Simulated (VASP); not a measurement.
Set up this calculation in VASP 6.6.1, as the native input.

```yaml
Task: relaxation of cell and atoms
Functional: PBE
Potentials_or_basis: VASP PAW PBE potentials, release 64 (Ca_sv, H)
Cutoff: 600 eV
k_mesh: 6 × 6 × 4
Occupations: gaussian, width 0.1 eV
Spin: no spin polarisation
Dipole_correction: no
Further_INCAR_settings: ALGO = Normal; EDIFF = 1e-06; IBRION = 2; EDIFFG = -0.04; NSW = 90; ISIF = 3
```

The structure of CaH lies in POSCAR:

```
CaH
1.0
    2.1620861421     -3.4271530790      0.0000000000
    2.1620861421      3.4271530790      0.0000000000
    0.0000000000      0.0000000000      4.8669697290
Ca H
2 2
Direct
    0.3193338409      0.6806661591      0.2500000000
    0.6806661591      0.3193338409      0.7500000000
    0.6602492476      0.3397507524      0.2500000000
    0.3397507524      0.6602492476      0.7500000000
```

The cell was generated, and may not be a known phase.

One way to write it, as run:

INCAR

```
ALGO = Normal
EDIFF = 1E-6
EDIFFG = -0.04
ENCUT = 600
GGA = PE
IBRION = 2
ISIF = 3
ISMEAR = 0
LASPH = True
LCHARG = False
LREAL = False
LWAVE = False
NELM = 80
NSW = 90
PREC = Accurate
SIGMA = 0.1
```

KPOINTS

```
k-points
0
Gamma
  6 6 4
```

Potentials or basis: VASP PAW PBE potentials, release 64 (Ca_sv, H).

Command:

```bash
$ cat potpaw_PBE.64/Ca_sv/POTCAR potpaw_PBE.64/H/POTCAR > POTCAR
$ mpirun -np 1 vasp_std > vasp.out
```

Results of the run:

```
Relaxed volume                        : 18.04 Å³/atom
Relaxed cell                          : a = 4.057 Å, b = 4.057 Å, c = 4.868 Å, α = 90.00°, β = 90.00°, γ = 115.77°
Space group after relaxing (to 0.1 Å) : Cmcm (No. 63)
Energy gained by relaxing             : 0.2 meV/atom
Ionic steps                           : 2
Pressure after relaxing               : 0.0 GPa
Largest force after relaxing          : 0.021 eV/Å
Band gap on the k mesh                : zero (bands 11 and 12 overlap by 2.17 eV)
```

Wall time 63 s on 1 thread of AMD EPYC 9R14 (Zen 4) (shared host), peak memory 0.19 GiB.
